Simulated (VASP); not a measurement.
Write the native input for VASP 6.6.1 that does the following.

* Task: single point
* Functional: PBEsol
* Potentials or basis: VASP PAW PBE potentials, release 64 (Hf_pv, N)
* Cutoff: 520 eV
* k mesh: 12 × 12 × 12
* Occupations: fermi-dirac, width 0.1 eV
* Spin: no spin polarisation
* Dipole correction: no
* Further INCAR settings: ALGO = Normal; EDIFF = 1e-07; NBANDS = 14

The structure of HfN lies in POSCAR:

```
HfN
1.0
    0.0000000000      2.2509011406      2.2509011406
    2.2509011406      0.0000000000      2.2509011406
    2.2509011406      2.2509011406      0.0000000000
Hf N
1 1
Direct
    0.0000000000      0.0000000000      0.0000000000
    0.5000000000      0.5000000000      0.5000000000
```

The input as run:

INCAR

```
SYSTEM = HfN
ALGO = Normal ; EDIFF = 1E-7
ENCUT = 520 ; GGA = PS
ISIF = 2 ; ISMEAR = -1
LASPH = .TRUE. ; LCHARG = .FALSE.
LREAL = .FALSE. ; LWAVE = .FALSE.
NBANDS = 14 ; NELM = 60
PREC = Accurate ; SIGMA = 0.1
```

KPOINTS

```
k-points
0
G
  12 12 12
  0 0 0
```

Potentials or basis: VASP PAW PBE potentials, release 64 (Hf_pv, N).

The run is started by

```bash
$ cat potpaw_PBE.64/Hf_pv/POTCAR potpaw_PBE.64/N/POTCAR > POTCAR
$ mpirun -np 1 vasp_std > vasp.out
```

Results of the run:

```yaml
Pressure: -2.2 GPa
```

Caveat: the PAW data sets were made with another functional, which shifts forces and pressure a little.

It took 12 s on 1 thread of Intel(R) Xeon(R) Platinum 8488C (Sapphire Rapids) (shared host), peak memory 0.15 GiB.
